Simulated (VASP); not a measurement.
# NaCl (Pm-3m) in VASP: a series of runs

The runs below take NaCl through single point, with PBEsol.

All numbers are computed with VASP 6.6.1; they aren't measurements. Logs are shortened: lines on timing, memory, paths and dates and some standing lists are left out, and cuts for length are marked.

## (1) The cell of the first run

It takes space group Pm-3m (No. 221, cubic). The conventional cell has a = 3.267 Å, b = 3.267 Å, c = 3.267 Å, α = 90.00°, β = 90.00°, γ = 90.00°. Within 3.7 Å of Na (site symmetry m-3m) lie 8 Cl at 2.83 Å and 6 Na at 3.27 Å. Cl (site symmetry m-3m) has 8 Na at 2.83 Å and 6 Cl at 3.27 Å within 3.7 Å.

## (2) Single point, PBEsol

Input file INCAR:

```
SYSTEM = NaCl
PREC = Accurate
ENCUT = 520
EDIFF = 1E-7
ISMEAR = 0
SIGMA = 0.05
LREAL = .FALSE.
LASPH = .TRUE.
NELM = 80
ALGO = Normal
ISIF = 2
LWAVE = .FALSE.
LCHARG = .FALSE.
GGA = PS
NBANDS = 14
```

Input file KPOINTS:

```
regular mesh
0
G
  10 10 10
  0 0 0
```

Input file POSCAR:

```
NaCl
1.0
    3.2665372379      0.0000000000      0.0000000000
    0.0000000000      3.2665372379      0.0000000000
    0.0000000000      0.0000000000      3.2665372379
Na Cl
1 1
Direct
    0.0000000000      0.0000000000      0.0000000000
    0.5000000000      0.5000000000      0.5000000000
```

Potentials or basis: VASP PAW PBE potentials, release 64 (Na_pv, Cl).

Launch:

```console
$ cat potpaw_PBE.64/Na_pv/POTCAR potpaw_PBE.64/Cl/POTCAR > POTCAR
$ mpirun -np 1 vasp_std > vasp.out
```

OUTCAR:

```text
SYSTEM = NaCl
   PREC = Accurate
   ENCUT = 520
   EDIFF = 1E-7
   ISMEAR = 0
   LREAL = .FALSE.
   LASPH = .TRUE.
   NELM = 80
   ISIF = 2
   GGA = PS

 ion  position               nearest neighbor table
   1  0.000  0.000  0.000-
   2  0.500  0.500  0.500-

  LATTYP: Found a simple cubic cell.
 ALAT       =     3.2665372379

  Lattice vectors:

 A1 = (   3.2665372379,   0.0000000000,   0.0000000000)
 A2 = (   0.0000000000,   3.2665372379,   0.0000000000)
 A3 = (   0.0000000000,   0.0000000000,   3.2665372379)

Analysis of symmetry for initial positions (statically):
=====================================================================
 Subroutine PRICEL returns:
 Original cell was already a primitive cell.

 Routine SETGRP: Setting up the symmetry group for a
 simple cubic supercell.

 Subroutine GETGRP returns: Found 48 space group operations
 (whereof 48 operations were pure point group operations)
 out of a pool of 48 trial point group operations.

The static configuration has the point symmetry O_h .

Analysis of symmetry for dynamics (positions and initial velocities):
=====================================================================
 Subroutine PRICEL returns:
 Original cell was already a primitive cell.

 Routine SETGRP: Setting up the symmetry group for a
 simple cubic supercell.

 Subroutine GETGRP returns: Found 48 space group operations
 (whereof 48 operations were pure point group operations)
 out of a pool of 48 trial point group operations.

The dynamic configuration has the point symmetry O_h .

 Subroutine INISYM returns: Found 48 space group operations
 (whereof 48 operations are pure point group operations),
 and found     1 'primitive' translations

----------------------------------------------------------------------------------------

                                     Primitive cell

  volume of cell :      34.8548

  direct lattice vectors                    reciprocal lattice vectors
     3.266537238  0.000000000  0.000000000     0.306134578  0.000000000  0.000000000
     0.000000000  3.266537238  0.000000000     0.000000000  0.306134578  0.000000000
     0.000000000  0.000000000  3.266537238     0.000000000  0.000000000  0.306134578

  length of vectors
     3.266537238  3.266537238  3.266537238     0.306134578  0.306134578  0.306134578

  position of ions in fractional coordinates (direct lattice)
     0.000000000  0.000000000  0.000000000
     0.500000000  0.500000000  0.500000000

  ion indices of the primitive-cell ions
   primitive index   ion index
                 1           1
                 2           2

----------------------------------------------------------------------------------------

 KPOINTS: regular mesh

Automatic generation of k-mesh.
 Grid dimensions read from file:
 generate k-points for:   10   10   10

 Generating k-lattice:

  Cartesian coordinates                     Fractional coordinates (reciprocal lattice)
     0.030613458  0.000000000  0.000000000     0.100000000  0.000000000  0.000000000
     0.000000000  0.030613458  0.000000000     0.000000000  0.100000000  0.000000000
     0.000000000  0.000000000  0.030613458     0.000000000  0.000000000  0.100000000

  Length of vectors
     0.030613458  0.030613458  0.030613458

  Shift w.r.t. Gamma in fractional coordinates (k-lattice)
     0.000000000  0.000000000  0.000000000

 Subroutine IBZKPT returns following result:
 ===========================================

 Found     56 irreducible k-points:

 Following reciprocal coordinates:
            Coordinates               Weight
  0.000000  0.000000  0.000000      1.000000
  0.100000  0.000000  0.000000      6.000000
  0.200000  0.000000  0.000000      6.000000
  0.300000  0.000000  0.000000      6.000000
  0.400000  0.000000  0.000000      6.000000
  0.500000  0.000000  0.000000      3.000000
[... 16 lines left out ...]
  0.200000  0.100000  0.100000     24.000000
  0.300000  0.100000  0.100000     24.000000
 [... further k-points ...]
   k-points           NKPTS =     56   k-points in BZ     NKDIM =     56   number of bands    NBANDS=     14
   number of dos      NEDOS =    301   number of ions     NIONS =      2
   total plane-waves  NPLWV =  13824
   dimension x,y,z NGX =    24 NGY =   24 NGZ =   24
   dimension x,y,z NGXF=    48 NGYF=   48 NGZF=   48
   ions per type =               1   1
   NGX,Y,Z   is equivalent  to a cutoff of  12.21, 12.21, 12.21 a.u.
   NGXF,Y,Z  is equivalent  to a cutoff of  24.43, 24.43, 24.43 a.u.
 SYSTEM =  NaCl
   PREC   = accura    normal or accurate (medium, high low for compatibility)
   ISTART =      0    job   : 0-new  1-cont  2-samecut
   ICHARG =      2    charge: 1-file 2-atom 10-const
   ISPIN  =      1    spin polarized calculation?
   LNONCOLLINEAR =      F non collinear calculations
   LSORBIT =      F    spin-orbit coupling
   LASPH  =      T    aspherical Exc in radial PAW
   ENCUT  =  520.0 eV  38.22 Ry    6.18 a.u.   6.07  6.07  6.07*2*pi/ulx,y,z
   NELM   =     80;   NELMIN=  2; NELMDL= -5     # of ELM steps
   EDIFF  = 0.1E-06   stopping-criterion for ELM
   LREAL  =      F    real-space projection
   EDIFFG = 0.1E-05   stopping-criterion for IOM
   NSW    =      0    number of steps for IOM
   IBRION =     -1    ionic relax: 0-MD 1-quasi-New 2-CG
   NFREE  =      0    steps in history (QN), initial steepest desc. (CG)
   ISIF   =      2    stress and relaxation
   ISYM   =      2    0-nonsym 1-usesym 2-fastsym
   POTIM  = 0.5000    time-step for ionic-motion
   TEBEG  =    0.0;   TEEND  =   0.0 temperature during run
   PSTRESS=    0.0 pullay stress
   NELECT =      14.0000    total number of electrons
   NUPDOWN=      -1.0000    fix difference up-down
   EMIN   =  10.00;   EMAX   =-10.00  energy-range for DOS
   EFERMI =   0.00;   METHOD = LEGACY
   ISMEAR =     0;   SIGMA  =   0.05  broadening in eV -4-tet -1-fermi 0-gaus
   EFERMI_NEDOS =   21; number of points for ismear=-14 and -15
   IALGO  =     38    algorithm
   IMIX   =      4    mixing-type and parameters
     AMIX     =   0.40;   BMIX     =  1.00
     AMIX_MAG =   1.60;   BMIX_MAG =  1.00
  volume/ion in A,a.u.               =      17.43       117.61
  Fermi-wavevector in a.u.,A,eV,Ry     =   1.207897  2.282594 19.851106  1.459015
  Thomas-Fermi vector in A             =   2.343521
   LORBIT       =      0    0 simple, 1 ext, 2 COOP (PROOUT), +10 PAW based schemes
   GGA     = PS    functional components
   LHFCALC =     F    Hartree Fock is set to
   AEXX    =    0.0000 exact exchange contribution
   IVDW    =     0    specifies the selected vdW correction
   LEPSILON=     F    determine dielectric tensor
   LRPA    =     F    only Hartree local field effects (RPA)
 non-spin polarized calculation
 Gauss-broadening in eV      SIGMA  =   0.05
  energy-cutoff  :      520.00
  volume of cell :       34.85
 maximum number of plane-waves:       968
   NGX = 13   NGY = 13   NGZ = 13

 number of electron      14.0000002 magnetization

 Free energy of the ion-electron system (eV)
  ---------------------------------------------------
  ext. energy  EPLUGINS =         0.00000000
  ---------------------------------------------------
  free energy    TOTEN  =        -6.61754549 eV

  energy without entropy =       -6.61754549  energy(sigma->0) =       -6.61754549

 E-fermi :   2.3372     XC(G=0):  -9.5449

 val. band max:        2.0406313809   @ k =   0.5000   0.5000   0.0000
 cond. band min:       6.6671766054   @ k =   0.0000   0.0000   0.0000
 fundamental gap:      4.6265452245
 Fermi energy:         2.3371640864

 k-point     1 :       0.0000    0.0000    0.0000
  band No.  band energies     occupation
      1     -19.7617      2.00000
      2     -19.7617      2.00000
      3     -19.7617      2.00000
      4     -12.2099      2.00000
      5       1.3388      2.00000
      6       1.3388      2.00000
      7       1.3388      2.00000
      8       6.6672      0.00000
      9      10.1008      0.00000
     10      10.1008      0.00000
     11      18.6743      0.00000
     12      18.6743      0.00000
     13      18.6743      0.00000
     14      19.6675      0.00000

 k-point     2 :       0.1000    0.0000    0.0000
  band No.  band energies     occupation
      1     -19.7712      2.00000
      2     -19.7608      2.00000
      3     -19.7608      2.00000
      4     -12.1550      2.00000
      5       0.8741      2.00000
      6       1.3673      2.00000
      7       1.3673      2.00000
      8       7.0168      0.00000
      9      10.2255      0.00000
     10      10.4826      0.00000
     11      17.6222      0.00000
     12      17.6222      0.00000
     13      18.7611      0.00000
     14      19.2345      0.00000

 k-point     3 :       0.2000    0.0000    0.0000
  band No.  band energies     occupation
      1     -19.7959      2.00000
      2     -19.7586      2.00000
      3     -19.7586      2.00000
      4     -12.0062      2.00000
      5      -0.1120      2.00000
      6       1.4436      2.00000
      7       1.4436      2.00000
      8       7.7183      0.00000
      9      10.5927      0.00000
     10      11.4219      0.00000
     11      16.2821      0.00000
     12      16.2821      0.00000
     13      18.5973      0.00000
     14      19.0059      0.00000

 k-point     4 :       0.3000    0.0000    0.0000
  band No.  band energies     occupation
      1     -19.8261      2.00000
      2     -19.7559      2.00000
      3     -19.7559      2.00000
      4     -11.8101      2.00000
      5      -1.0930      2.00000
      6       1.5415      2.00000
      7       1.5415      2.00000
      8       8.4629      0.00000
      9      11.1730      0.00000
     10      12.1916      0.00000
     11      15.1941      0.00000
     12      15.1941      0.00000
     13      17.4692      0.00000
     14      18.7710      0.00000

 k-point     5 :       0.4000    0.0000    0.0000
  band No.  band energies     occupation
      1     -19.8503      2.00000
      2     -19.7537      2.00000
      3     -19.7537      2.00000
      4     -11.6399      2.00000
      5      -1.7845      2.00000
      6       1.6240      2.00000
      7       1.6240      2.00000
      8       9.1425      0.00000
      9      11.8600      0.00000
     10      12.2128      0.00000
     11      14.4932      0.00000
[... 276 lines left out ...]
 k-point    22 :       0.1000    0.1000    0.1000
  band No.  band energies     occupation
      1     -19.7726      2.00000
      2     -19.7674      2.00000
      3     -19.7674      2.00000
      4     -12.0496      2.00000
      5       0.7895      2.00000
      6       1.0359      2.00000
      7       1.0359      2.00000
      8       7.6987      0.00000
      9      10.8162      0.00000
     10      10.8162      0.00000
     11      16.4873      0.00000
     12      16.9167      0.00000
     13      16.9167      0.00000
     14      20.4542      0.00000

 k-point    23 :       0.2000    0.1000    0.1000
  band No.  band energies     occupation
      1     -19.7936      2.00000
      2     -19.7674      2.00000
      3     -19.7651      2.00000
      4     -11.9084      2.00000
      5      -0.0271      2.00000
      6       1.0174      2.00000
      7       1.1236      2.00000
      8       8.3694      0.00000
      9      11.1194      0.00000
     10      11.6323      0.00000
     11      15.4504      0.00000
     12      15.4686      0.00000
     13      17.0222      0.00000
     14      19.8105      0.00000

 k-point    24 :       0.3000    0.1000    0.1000
  band No.  band energies     occupation
      1     -19.8223      2.00000
      2     -19.7642      2.00000
      3     -19.7622      2.00000
      4     -11.7227      2.00000
      5      -0.9712      2.00000
      6       1.1517      2.00000
      7       1.2369      2.00000
      8       9.0611      0.00000
      9      11.5844      0.00000
     10      11.9907      0.00000
     11      14.2364      0.00000
     12      15.1573      0.00000
     13      17.2881      0.00000
     14      19.0639      0.00000

 [... further k-points ...]

------------------------ aborting loop because EDIFF is reached ----------------------------------------

  FORCE on cell =-STRESS in cart. coord.  units (eV):
  Direction    XX          YY          ZZ          XY          YZ          ZX
  --------------------------------------------------------------------------------------
  -------------------------------------------------------------------------------------
  Total        1.4812416      1.4812416      1.4812416     -0.0000000      0.0000000     -0.0000000
  in kB       68.0884813     68.0884813     68.0884813     -0.0000000      0.0000000     -0.0000000
  external PRESSURE =      68.0884813 kB  Pullay stress =       0.0000000 kB

 VOLUME and BASIS-vectors are now :
 -----------------------------------------------------------------------------
  energy-cutoff  :      520.00
  volume of cell :       34.85
      direct lattice vectors                 reciprocal lattice vectors
     3.266537238  0.000000000  0.000000000     0.306134578  0.000000000  0.000000000
     0.000000000  3.266537238  0.000000000     0.000000000  0.306134578  0.000000000
     0.000000000  0.000000000  3.266537238     0.000000000  0.000000000  0.306134578

 POSITION                                       TOTAL-FORCE (eV/Angst)
 -----------------------------------------------------------------------------------
      0.00000      0.00000      0.00000         0.000000      0.000000      0.000000
      1.63327      1.63327      1.63327         0.000000      0.000000      0.000000
 -----------------------------------------------------------------------------------
    total drift:                               -0.000000     -0.000000     -0.000000

  FREE ENERGIE OF THE ION-ELECTRON SYSTEM (eV)
  ---------------------------------------------------
  free  energy   TOTEN  =        -6.6175454877 eV

  energy  without entropy=       -6.6175454877  energy(sigma->0) =       -6.61754549
```

Run time: 7.3 s. Hardware: 1 thread of Intel Xeon 6975P-C (Granite Rapids), shared host; peak memory 0.14 GiB.

Results:

```yaml
Free_energy: -6.6175 eV
Pressure: 6.8 GPa
Band_gap_on_the_k_mesh: 4.63 eV, indirect (least direct gap 5.26 eV)
```

Levels at points of the mesh, in eV from the valence-band top:
```csv
k point,band 3,band 4,band 5,band 6,band 7,band 8,band 9,band 10,band 11,band 12
"(0.00, 0.00, 0.00)",-21.80,-14.25,-0.70,-0.70,-0.70,4.63,8.06,8.06,16.63,16.63
"(0.50, 0.00, 0.00)",-21.79,-13.61,-4.07,-0.38,-0.38,7.43,9.99,10.21,12.21,12.21
"(0.50, 0.50, 0.00)",-21.79,-13.19,-3.15,-3.15,0.00,5.26,10.13,12.30,12.30,12.78
"(0.50, 0.50, 0.50)",-21.86,-12.71,-2.63,-2.63,-2.63,6.87,6.87,6.87,13.33,17.88
```

Caveat: the PAW data sets were made with another functional, which shifts forces and pressure a little. A k mesh can miss the band edges.

(Continued in part 2 of 2.)
